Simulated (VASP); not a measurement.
**ZnCu: single point with r2SCAN**

Crystal: ZnCu.

```xyz
2
Lattice="2.9838 0.0000 0.0000 0.0000 2.9838 0.0000 0.0000 0.0000 2.9838" Properties=species:S:1:pos:R:3 pbc="T T T"
Zn    1.4919    1.4919    1.4919
Cu    0.0000    0.0000    0.0000
```

```json
{
  "Program": "VASP 6.6.1",
  "Task": "single point",
  "Functional": "r2SCAN",
  "Potentials or basis": "VASP PAW PBE potentials, release 64 (Zn, Cu)",
  "Cutoff": "660 eV",
  "k mesh": "9 × 9 × 9",
  "Occupations": "fermi-dirac, width 0.05 eV",
  "Spin": "no spin polarisation",
  "Dipole correction": "no",
  "Further INCAR settings": "ALGO = Normal; EDIFF = 1e-06; NBANDS = 18"
}
```

* Pressure: -6.9 GPa

Levels at points of the mesh, in eV from the Fermi level:
```csv
k point,band 7,band 8,band 9,band 10,band 11,band 12,band 13,band 14,band 15,band 16
"(0.00, 0.00, 0.00)",-3.67,-3.67,-2.83,-2.83,-2.83,6.42,6.42,6.42,11.21,11.21
```

Wall time 42 s on 1 thread of Intel(R) Xeon(R) 6975P-C (Granite Rapids), with other jobs on the host, peak memory 0.17 GiB.

Caveat: the PAW data sets were made with another functional, which shifts forces and pressure a little.
